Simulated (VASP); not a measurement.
A run of VASP 6.6.1 is set up as follows.

Contents of INCAR:

```
SYSTEM = ZrO2
ALGO = Normal
EDIFF = 1E-6
ENCUT = 600
GGA = PS
GGA_COMPAT = .False.
ISIF = 2
ISMEAR = 0
LASPH = .True.
LCHARG = .False.
LREAL = .False.
LWAVE = .False.
NBANDS = 19
NELM = 120
PREC = Accurate
SIGMA = 0.02
```

Contents of KPOINTS:

```
k-points
0
Gamma
  8 8 8
  0 0 0
```

Contents of POSCAR:

```
ZrO2
1.0
    0.0000000000      2.5321771581      2.5321771581
    2.5321771581      0.0000000000      2.5321771581
    2.5321771581      2.5321771581      0.0000000000
Zr O
1 2
Direct
    0.0000000000      0.0000000000      0.0000000000
    0.2500000000      0.2500000000      0.2500000000
    0.7500000000      0.7500000000      0.7500000000
```

Potentials or basis: VASP PAW PBE potentials, release 64 (Zr_sv, O).

Command:

```console
$ cat potpaw_PBE.64/Zr_sv/POTCAR potpaw_PBE.64/O/POTCAR > POTCAR
$ mpirun -np 1 vasp_std > vasp.out
```

(1) Predict the band gap on the k mesh.

(2) Estimate the pressure.

Results:

(1) 3.32 eV, indirect (least direct gap 3.76 eV).

(2) 0.2 GPa.

Caveat: the PAW data sets were made with another functional, which shifts forces and pressure a little.
